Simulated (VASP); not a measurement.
# Sb (Im-3m) in VASP: settings compared

Aim: see how the results for Sb move with the level of theory and the settings. Levels: PBEsol-based global hybrid with 25 % exact exchange, PBE0, HF. Tasks: single point.

Program: VASP 6.6.1. These are calculated values, not measurements. Logs are shortened: lines on timing, memory, paths and dates and some standing lists are left out, and cuts for length are marked.

## Step 1: The cell of the first run

The structure is cubic, space group Im-3m (No. 229). The conventional cell has a = 3.676 Å, b = 3.676 Å, c = 3.676 Å, α = 90.00°, β = 90.00°, γ = 90.00°. Within 4.2 Å of Sb (site symmetry m-3m) lie 14 Sb at 3.18 to 3.68 Å.

This isn't the form of Sb at room conditions, which is rhombohedral.

## Step 2: Single point, PBEsol-based global hybrid with 25 % exact exchange

The input, POSCAR:

```
Sb
1.0
   -1.8381212160      1.8381212160      1.8381212160
    1.8381212160     -1.8381212160      1.8381212160
    1.8381212160      1.8381212160     -1.8381212160
Sb
1
Direct
    0.0000000000      0.0000000000      0.0000000000
```

The input, INCAR.step1:

```
SYSTEM = Sb
PREC     = Accurate       ! precision mode
ENCUT    = 400            ! plane-wave cutoff, eV
EDIFF    = 1E-5           ! SCF threshold, eV
ISMEAR   = -1             ! smearing method
SIGMA    = 0.05           ! smearing width, eV
LREAL    = .False.        ! projectors in reciprocal space
LASPH    = .True.         ! aspherical terms in the spheres
NELM     = 120            ! most SCF steps
ALGO     = Normal         ! electronic algorithm
ISIF     = 2              ! what is computed and relaxed
LWAVE    = .True.         ! write WAVECAR
LCHARG   = .False.        ! write CHGCAR
NBANDS   = 14             ! bands
GGA      = PE             ! functional
GGA_COMPAT= .False.
```

The input, INCAR.step2:

```
SYSTEM = Sb
PREC     = Accurate       ! precision mode
ENCUT    = 400            ! plane-wave cutoff, eV
EDIFF    = 1E-6           ! SCF threshold, eV
ISMEAR   = -1             ! smearing method
SIGMA    = 0.05           ! smearing width, eV
LREAL    = .False.        ! projectors in reciprocal space
LASPH    = .True.         ! aspherical terms in the spheres
NELM     = 120            ! most SCF steps
ALGO     = Normal         ! electronic algorithm
ISIF     = 2              ! what is computed and relaxed
LWAVE    = .False.        ! write WAVECAR
LCHARG   = .False.        ! write CHGCAR
GGA      = PS             ! functional
LHFCALC  = .True.         ! exact exchange
AEXX     = 0.25           ! exact-exchange fraction
PRECFOCK = Normal       
NBANDS   = 14             ! bands
ISTART   = 1            
GGA_COMPAT= .False.
```

The input, KPOINTS:

```
regular mesh
0
Gamma
  5 5 5
  0 0 0
```

Potentials or basis: VASP PAW PBE potentials, release 64 (Sb_d_GW).

Command:

```bash
> cat potpaw_PBE.64/Sb_d_GW/POTCAR > POTCAR
> cp INCAR.step1 INCAR
> mpirun -np 1 vasp_std > vasp.out
> cp INCAR.step2 INCAR
> mpirun -np 1 vasp_std > vasp.out
```

OUTCAR:

```text
SYSTEM = Sb
   PREC = Accurate
   ENCUT = 400
   EDIFF = 1E-6
   ISMEAR = -1
   LREAL = .False.
   LASPH = .True.
   NELM = 120
   ISIF = 2
   GGA = PS
   LHFCALC = .True.
   AEXX = 0.25
   PRECFOCK = Normal
   ISTART = 1

 ion  position               nearest neighbor table
   1  0.000  0.000  0.000-

  LATTYP: Found a body centered cubic cell.
 ALAT       =     3.6762424320

  Lattice vectors:

 A1 = (  -1.8381212160,   1.8381212160,   1.8381212160)
 A2 = (   1.8381212160,  -1.8381212160,   1.8381212160)
 A3 = (   1.8381212160,   1.8381212160,  -1.8381212160)

Analysis of symmetry for initial positions (statically):
=====================================================================
 Subroutine PRICEL returns:
 Original cell was already a primitive cell.

 Routine SETGRP: Setting up the symmetry group for a
 body centered cubic supercell.

 Subroutine GETGRP returns: Found 48 space group operations
 (whereof 48 operations were pure point group operations)
 out of a pool of 48 trial point group operations.

The static configuration has the point symmetry O_h .

Analysis of symmetry for dynamics (positions and initial velocities):
=====================================================================
 Subroutine PRICEL returns:
 Original cell was already a primitive cell.

 Routine SETGRP: Setting up the symmetry group for a
 body centered cubic supercell.

 Subroutine GETGRP returns: Found 48 space group operations
 (whereof 48 operations were pure point group operations)
 out of a pool of 48 trial point group operations.

The dynamic configuration has the point symmetry O_h .

 Subroutine INISYM returns: Found 48 space group operations
 (whereof 48 operations are pure point group operations),
 and found     1 'primitive' translations

----------------------------------------------------------------------------------------

                                     Primitive cell

  volume of cell :      24.8418

  direct lattice vectors                    reciprocal lattice vectors
    -1.838121216  1.838121216  1.838121216     0.000000000  0.272016881  0.272016881
     1.838121216 -1.838121216  1.838121216     0.272016881  0.000000000  0.272016881
     1.838121216  1.838121216 -1.838121216     0.272016881  0.272016881  0.000000000

  length of vectors
[... 78 lines left out ...]
   EMIN   =  10.00;   EMAX   =-10.00  energy-range for DOS
   EFERMI =   0.00;   METHOD = LEGACY
   ISMEAR =    -1;   SIGMA  =   0.05  broadening in eV -4-tet -1-fermi 0-gaus
   EFERMI_NEDOS =   21; number of points for ismear=-14 and -15
   IALGO  =     38    algorithm
   IMIX   =      1    mixing-type and parameters
     AMIX     =   0.40;   BMIX     =  1.00
     AMIX_MAG =   1.60;   BMIX_MAG =  1.00
  volume/ion in A,a.u.               =      24.84       167.64
  Fermi-wavevector in a.u.,A,eV,Ry     =   1.383708  2.614829 26.050364  1.914648
  Thomas-Fermi vector in A             =   2.508281
   LORBIT       =      0    0 simple, 1 ext, 2 COOP (PROOUT), +10 PAW based schemes
   GGA     = PS    functional components
   LHFCALC =     T    Hartree Fock is set to
   PRECFOCK=normal    Normal, Fast or Accurate (Low or Medium for compatibility)
   ENCUT4O =  -1.0   cutoff for four orbital integrals eV
   NKREDX  =     1    reduce k-point grid by
   NKREDY  =     1    reduce k-point grid by
   NKREDZ  =     1    reduce k-point grid by
   AEXX    =    0.2500 exact exchange contribution
   HFSCREEN=    0.0000 screening length (either q_TF or 0.3 A-1)
   HFSCREENC=   0.0000 screening length for correlation (either q_TF or 0.3 A-1)
   ENCUTFOCK=  -1.0 apply spherical cutoff to Coloumb kernel
   IVDW    =     0    specifies the selected vdW correction
   LEPSILON=     F    determine dielectric tensor
   LRPA    =     F    only Hartree local field effects (RPA)
 non-spin polarized calculation
  energy-cutoff  :      400.00
  volume of cell :       24.84
 maximum number of plane-waves:       458
 NGX is ok and might be reduce to    24
  NGX = 16; NGY = 16; NGZ = 16

 number of electron      15.0000002 magnetization

 Free energy of the ion-electron system (eV)
  ---------------------------------------------------
  ext. energy  EPLUGINS =         0.00000000
  ---------------------------------------------------
  free energy    TOTEN  =        -5.48986493 eV

  energy without entropy =       -5.48344697  energy(sigma->0) =       -5.48665595

 E-fermi :   6.8922     XC(G=0):  -8.7998

 val. band max:        6.7846084397   @ k =   0.2000   0.2000   0.0000
 cond. band min:       7.4759194732   @ k =  -0.4000   0.4000   0.2000
 fundamental gap:      0.6913110335
 Fermi energy:         6.8921919917

 k-point     1 :       0.0000    0.0000    0.0000
  band No.  band energies     occupation
      1     -25.2813      2.00000
      2     -25.2813      2.00000
      3     -25.2813      2.00000
      4     -25.1754      2.00000
      5     -25.1754      2.00000
      6      -8.5526      2.00000
      7      14.2639      0.00000
      8      14.2639      0.00000
      9      14.2639      0.00000
     10      19.9497      0.00000
     11      19.9497      0.00000
     12      19.9503      0.00000
     13      19.9987      0.00000
     14      19.9987      0.00000
[... 139 lines left out ...]
      1     -25.2739      2.00000
      2     -25.2642      2.00000
      3     -25.1525      2.00000
      4     -25.1525      2.00000
      5     -25.1488      2.00000
      6      -1.0320      2.00000
      7       4.5540      2.00000
      8       4.7376      2.00000
      9       4.7376      2.00000
     10      10.8734      0.00000
     11      13.3034      0.00000
     12      24.6853      0.00000
     13      25.9387      0.00000
     14      25.9387      0.00000

------------------------ aborting loop because EDIFF is reached ----------------------------------------

  FORCE on cell =-STRESS in cart. coord.  units (eV):
  Direction    XX          YY          ZZ          XY          YZ          ZX
  --------------------------------------------------------------------------------------
  -------------------------------------------------------------------------------------
  Total       -0.0932872     -0.0932872     -0.0932872      0.0000000     -0.0000000      0.0000000
  in kB       -6.0165853     -6.0165853     -6.0165853      0.0000000     -0.0000000      0.0000000
  external PRESSURE =      -6.0165853 kB  Pullay stress =       0.0000000 kB

 VOLUME and BASIS-vectors are now :
 -----------------------------------------------------------------------------
  energy-cutoff  :      400.00
  volume of cell :       24.84
      direct lattice vectors                 reciprocal lattice vectors
    -1.838121216  1.838121216  1.838121216     0.000000000  0.272016881  0.272016881
     1.838121216 -1.838121216  1.838121216     0.272016881  0.000000000  0.272016881
     1.838121216  1.838121216 -1.838121216     0.272016881  0.272016881  0.000000000

 POSITION                                       TOTAL-FORCE (eV/Angst)
 -----------------------------------------------------------------------------------
      0.00000      0.00000      0.00000         0.000000      0.000000     -0.000000
 -----------------------------------------------------------------------------------
    total drift:                               -0.000000      0.000000      0.000000

  FREE ENERGIE OF THE ION-ELECTRON SYSTEM (eV)
  ---------------------------------------------------
  free  energy   TOTEN  =        -5.4898649296 eV

  energy  without entropy=       -5.4834469662  energy(sigma->0) =       -5.48665595
```

OUTCAR.step1:

```text
SYSTEM = Sb
   PREC = Accurate
   ENCUT = 400
   EDIFF = 1E-5
   ISMEAR = -1
   LREAL = .False.
[... 371 lines left out ...]
 -----------------------------------------------------------------------------------
      0.00000      0.00000      0.00000         0.000000      0.000000     -0.000000
 -----------------------------------------------------------------------------------
    total drift:                               -0.000000      0.000000      0.000000

  FREE ENERGIE OF THE ION-ELECTRON SYSTEM (eV)
  ---------------------------------------------------
  free  energy   TOTEN  =        -3.8565134536 eV

  energy  without entropy=       -3.8325400734  energy(sigma->0) =       -3.84452676
```

OSZICAR.step1:

```text
N       E                     dE             d eps       ncg     rms          rms(c)
DAV:   1     0.752101649755E+02    0.75210E+02   -0.45148E+03   376   0.873E+03
DAV:   2     0.142623226336E+01   -0.73784E+02   -0.71164E+02   462   0.742E+02
DAV:   3    -0.379416359074E+01   -0.52204E+01   -0.52162E+01   384   0.879E+01
DAV:   4    -0.386107620572E+01   -0.66913E-01   -0.66886E-01   408   0.814E+00
DAV:   5    -0.386291003429E+01   -0.18338E-02   -0.18338E-02   376   0.131E+00    0.353E+00
DAV:   6    -0.385806968666E+01    0.48403E-02   -0.45433E-03   412   0.550E+00    0.211E+00
DAV:   7    -0.385653524805E+01    0.15344E-02   -0.49001E-03   408   0.409E+00    0.849E-02
DAV:   8    -0.385651004268E+01    0.25205E-04   -0.78143E-04   444   0.181E+00    0.250E-02
DAV:   9    -0.385651345364E+01   -0.34110E-05   -0.45681E-06   284   0.946E-02
   1 F= -.38565135E+01 E0= -.38445268E+01  d E =-.239734E-01
```

It took 1.8 min on 1 thread of Intel Xeon 6975P-C (Granite Rapids), shared host; peak memory 0.14 GiB.

What came out:

| Quantity | Value |
| --- | --- |
| Free energy | -5.4899 eV |
| Pressure | -0.6 GPa |
| Band gap on the k mesh | zero (an odd number of electrons rules out a gap without spin polarisation) |

Caveat: the k points lie up to 0.48 Å⁻¹ apart, too coarse for converged energies and pressures of a metal; the PAW data sets were made with another functional, which shifts forces and pressure a little; spin-orbit coupling is left out, which moves the levels of the heavy elements.

## Step 3: Single point, PBE0

This run uses another cell than the first one, of 26.21 Å³/atom.

The input, POSCAR:

```
Sb
1.0
   -1.8713408863      1.8713408863      1.8713408863
    1.8713408863     -1.8713408863      1.8713408863
    1.8713408863      1.8713408863     -1.8713408863
Sb
1
Direct
    0.0000000000      0.0000000000      0.0000000000
```

The input, INCAR.step1:

```
ALGO = Normal ; EDIFF = 1E-5
ENCUT = 400 ; GGA = PE
GGA_COMPAT = F ; ISIF = 2
ISMEAR = -1 ; LASPH = T
LCHARG = F ; LREAL = F
LWAVE = T ; NBANDS = 14
NELM = 120 ; PREC = Accurate
SIGMA = 0.05
```

The input, INCAR.step2:

```
AEXX = 0.25 ; ALGO = Normal
EDIFF = 1E-6 ; ENCUT = 400
GGA = PE ; GGA_COMPAT = F
ISIF = 2 ; ISMEAR = -1
ISTART = 1 ; LASPH = T
LCHARG = F ; LHFCALC = T
LREAL = F ; LWAVE = F
NBANDS = 14 ; NELM = 120
PREC = Accurate ; PRECFOCK = Normal
SIGMA = 0.05
```

The input, KPOINTS:

```
k-points
0
Gamma
  5 5 5
```

Potentials or basis: VASP PAW PBE potentials, release 64 (Sb_d_GW).

Command:

```bash
> cat potpaw_PBE.64/Sb_d_GW/POTCAR > POTCAR
> cp INCAR.step1 INCAR
> mpirun -np 1 vasp_std > vasp.out
> cp INCAR.step2 INCAR
> mpirun -np 1 vasp_std > vasp.out
```

OUTCAR:

```text
AEXX = 0.25
   EDIFF = 1E-6
   ENCUT = 400
   GGA = PE
   ISIF = 2
   ISMEAR = -1
   ISTART = 1
   LASPH = T
   LHFCALC = T
   LREAL = F
   NELM = 120
   PREC = Accurate
   PRECFOCK = Normal

 ion  position               nearest neighbor table
   1  0.000  0.000  0.000-

  LATTYP: Found a body centered cubic cell.
 ALAT       =     3.7426817726

  Lattice vectors:

 A1 = (  -1.8713408863,   1.8713408863,   1.8713408863)
 A2 = (   1.8713408863,  -1.8713408863,   1.8713408863)
 A3 = (   1.8713408863,   1.8713408863,  -1.8713408863)

Analysis of symmetry for initial positions (statically):
=====================================================================
 Subroutine PRICEL returns:
 Original cell was already a primitive cell.

 Routine SETGRP: Setting up the symmetry group for a
 body centered cubic supercell.

 Subroutine GETGRP returns: Found 48 space group operations
 (whereof 48 operations were pure point group operations)
 out of a pool of 48 trial point group operations.

The static configuration has the point symmetry O_h .

[... 159 lines left out ...]
  band No.  band energies     occupation
      1     -25.8308      2.00000
      2     -25.8308      2.00000
      3     -25.8308      2.00000
      4     -25.7430      2.00000
      5     -25.7430      2.00000
      6      -8.5487      2.00000
      7      13.3320      0.00000
      8      13.3320      0.00000
      9      13.3320      0.00000
     10      19.1087      0.00000
     11      19.1087      0.00000
     12      19.1087      0.00000
     13      19.4295      0.00000
     14      19.4295      0.00000
[... 139 lines left out ...]
      1     -25.8237      2.00000
      2     -25.8157      2.00000
      3     -25.7240      2.00000
      4     -25.7240      2.00000
      5     -25.7209      2.00000
      6      -1.4926      2.00000
      7       4.0416      2.00000
      8       4.3636      2.00000
      9       4.3636      2.00000
     10      10.4612      0.00000
     11      12.7561      0.00000
     12      23.8969      0.00000
     13      24.8925      0.00000
     14      24.8925      0.00000

------------------------ aborting loop because EDIFF is reached ----------------------------------------

  FORCE on cell =-STRESS in cart. coord.  units (eV):
  Direction    XX          YY          ZZ          XY          YZ          ZX
  --------------------------------------------------------------------------------------
  -------------------------------------------------------------------------------------
  Total       -0.4284138     -0.4284138     -0.4284138     -0.0000000      0.0000000     -0.0000000
  in kB      -26.1851669    -26.1851669    -26.1851669     -0.0000000      0.0000000     -0.0000000
  external PRESSURE =     -26.1851669 kB  Pullay stress =       0.0000000 kB

 VOLUME and BASIS-vectors are now :
 -----------------------------------------------------------------------------
  energy-cutoff  :      400.00
  volume of cell :       26.21
      direct lattice vectors                 reciprocal lattice vectors
    -1.871340886  1.871340886  1.871340886     0.000000000  0.267188092  0.267188092
     1.871340886 -1.871340886  1.871340886     0.267188092  0.000000000  0.267188092
     1.871340886  1.871340886 -1.871340886     0.267188092  0.267188092  0.000000000

 POSITION                                       TOTAL-FORCE (eV/Angst)
 -----------------------------------------------------------------------------------
      0.00000      0.00000      0.00000        -0.000000      0.000000      0.000000
 -----------------------------------------------------------------------------------
    total drift:                                0.000000      0.000000     -0.000000

  FREE ENERGIE OF THE ION-ELECTRON SYSTEM (eV)
  ---------------------------------------------------
  free  energy   TOTEN  =        -5.1474527815 eV

  energy  without entropy=       -5.1410299547  energy(sigma->0) =       -5.14424137
```

It took 2 min on 1 thread of Intel Xeon 6975P-C (Granite Rapids), shared host; peak memory 0.14 GiB.

Results:

```
Free energy            : -5.1475 eV
Pressure               : -2.6 GPa
Band gap on the k mesh : zero (an odd number of electrons rules out a gap without spin polarisation)
```

Caveat: the k points lie up to 0.47 Å⁻¹ apart, too coarse for converged energies and pressures of a metal; the PAW data sets were made with another functional, which shifts forces and pressure a little; spin-orbit coupling is left out, which moves the levels of the heavy elements.

## Step 4: Single point, HF

This run uses another cell than the first one, of 27.99 Å³/atom.

The input, POSCAR:

```
Sb
1.0
   -1.9127877710      1.9127877710      1.9127877710
    1.9127877710     -1.9127877710      1.9127877710
    1.9127877710      1.9127877710     -1.9127877710
Sb
1
Direct
    0.0000000000      0.0000000000      0.0000000000
```

The input, INCAR.step1:

```
PREC     = Accurate       # precision mode
ENCUT    = 400            # plane-wave cutoff, eV
EDIFF    = 1E-5           # SCF threshold, eV
ISMEAR   = -1             # smearing method
SIGMA    = 0.05           # smearing width, eV
LREAL    = False          # projectors in reciprocal space
LASPH    = True           # aspherical terms in the spheres
NELM     = 120            # most SCF steps
ALGO     = Normal         # electronic algorithm
ISIF     = 2              # what is computed and relaxed
LWAVE    = True           # write WAVECAR
LCHARG   = False          # write CHGCAR
NBANDS   = 14             # bands
GGA      = PE             # functional
GGA_COMPAT= False
```

The input, INCAR.step2:

```
PREC     = Accurate       # precision mode
ENCUT    = 400            # plane-wave cutoff, eV
EDIFF    = 1E-6           # SCF threshold, eV
ISMEAR   = -1             # smearing method
SIGMA    = 0.05           # smearing width, eV
LREAL    = False          # projectors in reciprocal space
LASPH    = True           # aspherical terms in the spheres
NELM     = 120            # most SCF steps
ALGO     = Normal         # electronic algorithm
ISIF     = 2              # what is computed and relaxed
LWAVE    = False          # write WAVECAR
LCHARG   = False          # write CHGCAR
GGA      = PE             # functional
LHFCALC  = True           # exact exchange
AEXX     = 1.0            # exact-exchange fraction
ALDAC    = 0.0          
AGGAC    = 0.0          
PRECFOCK = Normal       
NBANDS   = 14             # bands
ISTART   = 1            
GGA_COMPAT= False
```

The input, KPOINTS:

```
Automatic mesh
0
Gamma
  5 5 5
```

Command:

```bash
> cat potpaw_PBE.64/Sb_d_GW/POTCAR > POTCAR
> cp INCAR.step1 INCAR
> mpirun -np 1 vasp_std > vasp.out
> cp INCAR.step2 INCAR
> mpirun -np 1 vasp_std > vasp.out
```

Wall time 7.1 min (1 thread of Intel Xeon Platinum 8259CL at 2.50GHz (Skylake/Cascade Lake), shared host); peak memory 0.15 GiB.

The run converged. Its results:

```yaml
Free_energy: -7.3917 eV
Pressure: -0.8 GPa
Band_gap_on_the_k_mesh: zero (an odd number of electrons rules out a gap without spin polarisation)
```

Levels at points of the mesh, in eV from the Fermi level:
```
           k point  band 3  band 4  band 5  band 6  band 7  band 8  band 9  band 10  band 11  band 12
(0.00, 0.00, 0.00)  -39.98  -39.88  -39.88  -19.23   10.61   10.61   10.61    16.78    16.78    16.78
```

Caveat: the k points lie up to 0.46 Å⁻¹ apart, too coarse for converged energies and pressures of a metal; the PAW data sets were made with another functional, which shifts forces and pressure a little; spin-orbit coupling is left out, which moves the levels of the heavy elements.

[end of part 1 of 2]

The gap in the log of VASP goes by the Fermi energy; the results here count the filled bands.